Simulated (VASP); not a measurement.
Set up this calculation in VASP 6.6.1, as the native input.

| Quantity | Value |
| --- | --- |
| Task | single point |
| Functional | PBE |
| Potentials or basis | VASP PAW PBE potentials, release 64 (Pt) |
| Cutoff | 520 eV |
| k mesh | 20 × 20 × 20 |
| Occupations | gaussian, width 0.15 eV |
| Spin | no spin polarisation |
| Dipole correction | no |
| Further INCAR settings | ALGO = Normal; EDIFF = 1e-06; NBANDS = 11 |

The structure of Pt lies in POSCAR:

```
Pt
1.0
    0.0000000000      1.9651150644      1.9651150644
    1.9651150644      0.0000000000      1.9651150644
    1.9651150644      1.9651150644      0.0000000000
Pt
1
Direct
    0.0000000000      0.0000000000      0.0000000000
```

The input as run:

INCAR

```
SYSTEM = Pt
  ALGO = Normal
  EDIFF = 1E-6
  ENCUT = 520
  GGA = PE
  ISIF = 2
  ISMEAR = 0
  LASPH = .True.
  LCHARG = .False.
  LREAL = .False.
  LWAVE = .False.
  NBANDS = 11
  NELM = 80
  PREC = Accurate
  SIGMA = 0.15
```

KPOINTS

```
k-points
0
Gamma
  20 20 20
  0 0 0
```

Potentials or basis: VASP PAW PBE potentials, release 64 (Pt).

Launch:

```sh
$ cat potpaw_PBE.64/Pt/POTCAR > POTCAR
$ mpirun -np 1 vasp_std > vasp.out
```

It gave:

The pressure is 7.7 GPa. The band gap on the k mesh is zero (bands 5 and 6 overlap by 2.22 eV).

Caveat: the cell stands under pressure; spin-orbit coupling is left out, which moves the levels of the heavy elements.

It took 29 s on 1 thread of Intel Xeon 8259CL (shared host), peak memory 0.18 GiB.
